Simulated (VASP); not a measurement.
# Pt (Fd-3m) in VASP: notebook, part 2 of 2

VASP 6.6.1. Earlier steps stand in the parts before.

### 3 Single point, PBE (24.13 Å³/atom)

This run uses another cell than the first one, of 24.13 Å³/atom.

INCAR reads:

```
SYSTEM = Pt
ALGO = Normal ; EDIFF = 1E-7
ENCUT = 520 ; GGA = PE
ISIF = 2 ; ISMEAR = -1
LASPH = .True. ; LCHARG = .True.
LELF = .True. ; LREAL = .False.
LVHAR = .True. ; LWAVE = .False.
NBANDS = 17 ; NELM = 80
PREC = Accurate ; SIGMA = 0.1
```

KPOINTS reads:

```
k-points
0
Gamma
  11 11 11
  0 0 0
```

POSCAR reads:

```
Pt
1.0
    0.0000000000      2.8898829689      2.8898829689
    2.8898829689      0.0000000000      2.8898829689
    2.8898829689      2.8898829689      0.0000000000
Pt
2
Direct
    0.1250000000      0.1250000000      0.1250000000
    0.8750000000      0.8750000000      0.8750000000
```

Potentials or basis: VASP PAW PBE potentials, release 64 (Pt).

Run with:

```bash
cat potpaw_PBE.64/Pt/POTCAR > POTCAR
mpirun -np 1 vasp_std > vasp.out
```

OUTCAR:

```text
SYSTEM = Pt
   EDIFF = 1E-7
   ENCUT = 520
   GGA = PE
   ISIF = 2
   ISMEAR = -1
   LASPH = .True.
   LREAL = .False.
   NELM = 80
   PREC = Accurate

 ion  position               nearest neighbor table
   1  0.125  0.125  0.125-   2 2.50   2 2.50   2 2.50   2 2.50
   2  0.875  0.875  0.875-   1 2.50   1 2.50   1 2.50   1 2.50

  LATTYP: Found a face centered cubic cell.
 ALAT       =     5.7797659378

  Lattice vectors:

 A1 = (   0.0000000000,   2.8898829689,   2.8898829689)
 A2 = (   2.8898829689,   0.0000000000,   2.8898829689)
 A3 = (   2.8898829689,   2.8898829689,   0.0000000000)

Analysis of symmetry for initial positions (statically):
=====================================================================
 Subroutine PRICEL returns:
 Original cell was already a primitive cell.

 Routine SETGRP: Setting up the symmetry group for a
 face centered cubic supercell.

 Subroutine GETGRP returns: Found 48 space group operations
 (whereof 12 operations were pure point group operations)
 out of a pool of 48 trial point group operations.

The static configuration has the point symmetry D_3d.
 The point group associated with its full space group is O_h .

Analysis of symmetry for dynamics (positions and initial velocities):
=====================================================================
 Subroutine PRICEL returns:
 Original cell was already a primitive cell.

 Routine SETGRP: Setting up the symmetry group for a
 face centered cubic supercell.

 Subroutine GETGRP returns: Found 48 space group operations
 (whereof 12 operations were pure point group operations)
 out of a pool of 48 trial point group operations.

The dynamic configuration has the point symmetry D_3d.
 The point group associated with its full space group is O_h .

 Subroutine INISYM returns: Found 48 space group operations
 (whereof 12 operations are pure point group operations),
 and found     1 'primitive' translations

----------------------------------------------------------------------------------------

                                     Primitive cell

  volume of cell :      48.2693

  direct lattice vectors                    reciprocal lattice vectors
     0.000000000  2.889882969  2.889882969    -0.173017387  0.173017387  0.173017387
     2.889882969  0.000000000  2.889882969     0.173017387 -0.173017387  0.173017387
     2.889882969  2.889882969  0.000000000     0.173017387  0.173017387 -0.173017387

  length of vectors
     4.086911688  4.086911688  4.086911688     0.299674905  0.299674905  0.299674905

  position of ions in fractional coordinates (direct lattice)
     0.125000000  0.125000000  0.125000000
     0.875000000  0.875000000  0.875000000

  ion indices of the primitive-cell ions
   primitive index   ion index
                 1           1
                 2           2

----------------------------------------------------------------------------------------

 KPOINTS: k-points

Automatic generation of k-mesh.
 Grid dimensions read from file:
 generate k-points for:   11   11   11

 Generating k-lattice:

  Cartesian coordinates                     Fractional coordinates (reciprocal lattice)
    -0.015728853  0.015728853  0.015728853     0.090909091  0.000000000  0.000000000
     0.015728853 -0.015728853  0.015728853     0.000000000  0.090909091  0.000000000
     0.015728853  0.015728853 -0.015728853     0.000000000  0.000000000  0.090909091

  Length of vectors
     0.027243173  0.027243173  0.027243173

  Shift w.r.t. Gamma in fractional coordinates (k-lattice)
     0.000000000  0.000000000  0.000000000

 Subroutine IBZKPT returns following result:
 ===========================================

 Found     56 irreducible k-points:

 Following reciprocal coordinates:
            Coordinates               Weight
  0.000000  0.000000  0.000000      1.000000
  0.090909  0.000000  0.000000      8.000000
  0.181818  0.000000  0.000000      8.000000
  0.272727  0.000000  0.000000      8.000000
  0.363636  0.000000  0.000000      8.000000
  0.454545  0.000000  0.000000      8.000000
[... 16 lines left out ...]
 -0.272727  0.181818  0.000000     24.000000
 -0.181818  0.181818  0.000000     12.000000
 [... further k-points ...]
   k-points           NKPTS =     56   k-points in BZ     NKDIM =     56   number of bands    NBANDS=     17
   number of dos      NEDOS =    301   number of ions     NIONS =      2
   total plane-waves  NPLWV =  27000
   dimension x,y,z NGX =    30 NGY =   30 NGZ =   30
   dimension x,y,z NGXF=    60 NGYF=   60 NGZF=   60
   ions per type =               2
   NGX,Y,Z   is equivalent  to a cutoff of  12.20, 12.20, 12.20 a.u.
   NGXF,Y,Z  is equivalent  to a cutoff of  24.41, 24.41, 24.41 a.u.
 SYSTEM =  Pt
   PREC   = accura    normal or accurate (medium, high low for compatibility)
   ISTART =      0    job   : 0-new  1-cont  2-samecut
   ICHARG =      2    charge: 1-file 2-atom 10-const
   ISPIN  =      1    spin polarized calculation?
   LNONCOLLINEAR =      F non collinear calculations
   LSORBIT =      F    spin-orbit coupling
   LASPH  =      T    aspherical Exc in radial PAW
   ENCUT  =  520.0 eV  38.22 Ry    6.18 a.u.   7.60  7.60  7.60*2*pi/ulx,y,z
   NELM   =     80;   NELMIN=  2; NELMDL= -5     # of ELM steps
   EDIFF  = 0.1E-06   stopping-criterion for ELM
   LREAL  =      F    real-space projection
   EDIFFG = 0.1E-05   stopping-criterion for IOM
   NSW    =      0    number of steps for IOM
   IBRION =     -1    ionic relax: 0-MD 1-quasi-New 2-CG
   NFREE  =      0    steps in history (QN), initial steepest desc. (CG)
   ISIF   =      2    stress and relaxation
   ISYM   =      2    0-nonsym 1-usesym 2-fastsym
   POTIM  = 0.5000    time-step for ionic-motion
   TEBEG  =    0.0;   TEEND  =   0.0 temperature during run
   PSTRESS=    0.0 pullay stress
   NELECT =      20.0000    total number of electrons
   NUPDOWN=      -1.0000    fix difference up-down
   EMIN   =  10.00;   EMAX   =-10.00  energy-range for DOS
   EFERMI =   0.00;   METHOD = LEGACY
   ISMEAR =    -1;   SIGMA  =   0.10  broadening in eV -4-tet -1-fermi 0-gaus
   EFERMI_NEDOS =   21; number of points for ismear=-14 and -15
   IALGO  =     38    algorithm
   IMIX   =      4    mixing-type and parameters
     AMIX     =   0.40;   BMIX     =  1.00
     AMIX_MAG =   1.60;   BMIX_MAG =  1.00
  volume/ion in A,a.u.               =      24.13       162.87
  Fermi-wavevector in a.u.,A,eV,Ry     =   1.220472  2.306358 20.266592  1.489553
  Thomas-Fermi vector in A             =   2.355688
   LORBIT       =      0    0 simple, 1 ext, 2 COOP (PROOUT), +10 PAW based schemes
   GGA     = PE    functional components
   LHFCALC =     F    Hartree Fock is set to
   AEXX    =    0.0000 exact exchange contribution
   IVDW    =     0    specifies the selected vdW correction
   LEPSILON=     F    determine dielectric tensor
   LRPA    =     F    only Hartree local field effects (RPA)
 non-spin polarized calculation
  energy-cutoff  :      520.00
  volume of cell :       48.27
 maximum number of plane-waves:      1315
   NGX = 15   NGY = 15   NGZ = 15

 number of electron      20.0000005 magnetization

 Free energy of the ion-electron system (eV)
  ---------------------------------------------------
  ext. energy  EPLUGINS =         0.00000000
  ---------------------------------------------------
  free energy    TOTEN  =       -10.14111516 eV

  energy without entropy =       -9.98428032  energy(sigma->0) =      -10.06269774

 E-fermi :   5.0017     XC(G=0): -10.4163

 val. band max:        4.9963271401   @ k =  -0.3636   0.3636   0.0000
 cond. band min:       5.0039642306   @ k =  -0.3636   0.2727   0.0000
 fundamental gap:      0.0076370905
 Fermi energy:         5.0016583557

 k-point     1 :       0.0000    0.0000    0.0000
  band No.  band energies     occupation
      1      -1.9479      2.00000
      2       0.5979      2.00000
      3       0.5979      2.00000
      4       0.7447      2.00000
      5       0.7447      2.00000
      6       0.7447      2.00000
[... 9 lines left out ...]
     16      16.5085      0.00000
     17      17.4332      0.00000
[... 441 lines left out ...]
 k-point    24 :      -0.1818    0.1818    0.0000
  band No.  band energies     occupation
      1      -0.8126      2.00000
      2       0.1833      2.00000
      3       0.5415      2.00000
      4       0.6307      2.00000
      5       0.9768      2.00000
      6       1.5421      2.00000
[... 9 lines left out ...]
     16      17.2693      0.00000
     17      17.5390      0.00000

 [... further k-points ...]

------------------------ aborting loop because EDIFF is reached ----------------------------------------

  FORCE on cell =-STRESS in cart. coord.  units (eV):
  Direction    XX          YY          ZZ          XY          YZ          ZX
  --------------------------------------------------------------------------------------
  -------------------------------------------------------------------------------------
  Total       -0.1043832     -0.1043832     -0.1043832      0.0000000     -0.0000000      0.0000000
  in kB       -3.4647374     -3.4647374     -3.4647374      0.0000000     -0.0000000      0.0000000
  external PRESSURE =      -3.4647374 kB  Pullay stress =       0.0000000 kB

 VOLUME and BASIS-vectors are now :
 -----------------------------------------------------------------------------
  energy-cutoff  :      520.00
  volume of cell :       48.27
      direct lattice vectors                 reciprocal lattice vectors
     0.000000000  2.889882969  2.889882969    -0.173017387  0.173017387  0.173017387
     2.889882969  0.000000000  2.889882969     0.173017387 -0.173017387  0.173017387
     2.889882969  2.889882969  0.000000000     0.173017387  0.173017387 -0.173017387

 POSITION                                       TOTAL-FORCE (eV/Angst)
 -----------------------------------------------------------------------------------
      0.72247      0.72247      0.72247         0.000000     -0.000000     -0.000000
      5.05730      5.05730      5.05730        -0.000000      0.000000      0.000000
 -----------------------------------------------------------------------------------
    total drift:                               -0.000000      0.000000      0.000000

  FREE ENERGIE OF THE ION-ELECTRON SYSTEM (eV)
  ---------------------------------------------------
  free  energy   TOTEN  =       -10.1411151587 eV

  energy  without entropy=       -9.9842803206  energy(sigma->0) =      -10.06269774
```

It took 50 s on 1 thread of Intel Xeon 8259CL, shared host; peak memory 0.19 GiB.

Results:

* Free energy: -10.1411 eV
* Pressure: -0.3 GPa
* Band gap on the k mesh: zero (bands 10 and 11 overlap by 0.59 eV)

Caveat: spin-orbit coupling is left out, which moves the levels of the heavy elements.

### 4 Single point, PBE (25.10 Å³/atom)

This run uses another cell than the first one, of 25.10 Å³/atom.

INCAR reads:

```
PREC     = Accurate       # precision mode
ENCUT    = 520            # plane-wave cutoff, eV
EDIFF    = 1E-6           # SCF threshold, eV
ISMEAR   = -1             # smearing method
SIGMA    = 0.1            # smearing width, eV
LREAL    = F              # projectors in reciprocal space
LASPH    = T              # aspherical terms in the spheres
NELM     = 60             # most SCF steps
ALGO     = Normal         # electronic algorithm
ISIF     = 2              # what is computed and relaxed
LWAVE    = F              # write WAVECAR
LCHARG   = F              # write CHGCAR
GGA      = PE             # functional
NBANDS   = 17             # bands
```

KPOINTS reads:

```
Automatic mesh
0
Gamma
  11 11 11
```

POSCAR reads:

```
Pt
1.0
    0.0000000000      2.9279121059      2.9279121059
    2.9279121059      0.0000000000      2.9279121059
    2.9279121059      2.9279121059      0.0000000000
Pt
2
Direct
    0.1250000000      0.1250000000      0.1250000000
    0.8750000000      0.8750000000      0.8750000000
```

Run with:

```bash
cat potpaw_PBE.64/Pt/POTCAR > POTCAR
mpirun -np 1 vasp_std > vasp.out
```

Run time: 32 s. Hardware: 1 thread of Intel Xeon 8259CL, shared host; peak memory 0.19 GiB.

Results (log left out):

```
Free energy            : -10.1132 eV
Pressure               : -4.3 GPa
Band gap on the k mesh : zero (bands 10 and 11 overlap by 0.56 eV)
```

Levels at points of the mesh, in eV from the Fermi level:
```tsv
k point	band 6	band 7	band 8	band 9	band 10	band 11	band 12	band 13	band 14	band 15
(0.00, 0.00, 0.00)	-4.03	-1.71	-1.71	-1.71	-0.10	-0.10	10.16	10.45	11.19	11.19
```

Caveat: the cell stands under tension; spin-orbit coupling is left out, which moves the levels of the heavy elements.

### 5 Single point, PBE (26.07 Å³/atom)

This run uses another cell than the first one, of 26.07 Å³/atom.

INCAR reads:

```
SYSTEM = Pt
ALGO = Normal
EDIFF = 1E-6
ENCUT = 520
GGA = PE
ISIF = 2
ISMEAR = -1
LASPH = .True.
LCHARG = .False.
LREAL = .False.
LWAVE = .False.
NBANDS = 17
NELM = 100
PREC = Accurate
SIGMA = 0.1
```

KPOINTS reads:

```
k-points
0
Gamma
  11 11 11
  0 0 0
```

POSCAR reads:

```
Pt
1.0
    0.0000000000      2.9649782193      2.9649782193
    2.9649782193      0.0000000000      2.9649782193
    2.9649782193      2.9649782193      0.0000000000
Pt
2
Direct
    0.1250000000      0.1250000000      0.1250000000
    0.8750000000      0.8750000000      0.8750000000
```

Run with:

```bash
cat potpaw_PBE.64/Pt/POTCAR > POTCAR
mpirun -np 1 vasp_std > vasp.out
```

Wall time 39 s (1 thread of Intel Xeon 8259CL, shared host); peak memory 0.2 GiB.

Results (log left out):

| Item | Value |
| --- | --- |
| Free energy | -10.0438 eV |
| Pressure | -7.3 GPa |
| Band gap on the k mesh | zero (bands 10 and 11 overlap by 0.53 eV) |

Levels at points of the mesh, in eV from the Fermi level:
```
           k point  band 8  band 9  band 10  band 11  band 12  band 13
(0.00, 0.00, 0.00)   -1.61   -1.61    -0.11    -0.11     9.92    10.34
```

Caveat: the cell stands under tension; spin-orbit coupling is left out, which moves the levels of the heavy elements.

### 6 Single point, PBE (27.03 Å³/atom)

This run uses another cell than the first one, of 27.03 Å³/atom.

INCAR reads:

```
PREC = Accurate
ENCUT = 520
EDIFF = 1E-6
ISMEAR = -1
SIGMA = 0.1
LREAL = False
LASPH = True
NELM = 60
ALGO = Normal
ISIF = 2
LWAVE = False
LCHARG = False
GGA = PE
NBANDS = 17
```

KPOINTS reads:

```
Automatic mesh
0
Gamma
  11 11 11
```

POSCAR reads:

```
Pt
1.0
    0.0000000000      3.0011400542      3.0011400542
    3.0011400542      0.0000000000      3.0011400542
    3.0011400542      3.0011400542      0.0000000000
Pt
2
Direct
    0.1250000000      0.1250000000      0.1250000000
    0.8750000000      0.8750000000      0.8750000000
```

Potentials or basis: VASP PAW PBE potentials, release 64 (Pt).

Run with:

```bash
cat potpaw_PBE.64/Pt/POTCAR > POTCAR
mpirun -np 1 vasp_std > vasp.out
```

Wall time 32 s (1 thread of Intel Xeon 8259CL, shared host); peak memory 0.2 GiB.

The run converged. Its results:

- Free energy: -9.9426 eV
- Pressure: -9.6 GPa
- Band gap on the k mesh: zero (bands 10 and 11 overlap by 0.50 eV)

Levels at points of the mesh, in eV from the Fermi level:
```tsv
k point	band 6	band 7	band 8	band 9	band 10	band 11	band 12	band 13	band 14	band 15
(0.00, 0.00, 0.00)	-3.63	-1.52	-1.52	-1.52	-0.11	-0.11	9.66	10.23	10.60	10.60
```

Caveat: the cell stands under tension; spin-orbit coupling is left out, which moves the levels of the heavy elements.

### 7 Summary

```tsv
cell	gap on the mesh (eV)	pressure (GPa)
a = 4.032 Å, angles 60.0°, 2 atoms	none	4.7
a = 4.087 Å, angles 60.0°, 2 atoms	none	-0.3
a = 4.141 Å, angles 60.0°, 2 atoms	none	-4.3
a = 4.193 Å, angles 60.0°, 2 atoms	none	-7.3
a = 4.244 Å, angles 60.0°, 2 atoms	none	-9.6
```

Alike in all rows: task single point; level PBE; potentials or basis VASP PAW PBE potentials, release 64 (Pt); no spin polarisation; k mesh 11 × 11 × 11; cutoff (eV) 520; smearing fermi-dirac 0.1 eV.

Caveats: spin-orbit coupling is left out, which moves the levels of the heavy elements; the cell stands under tension (at least some runs); the cell stands under pressure (at least some runs).

Absolute energies hang on the potentials; compare differences alone.
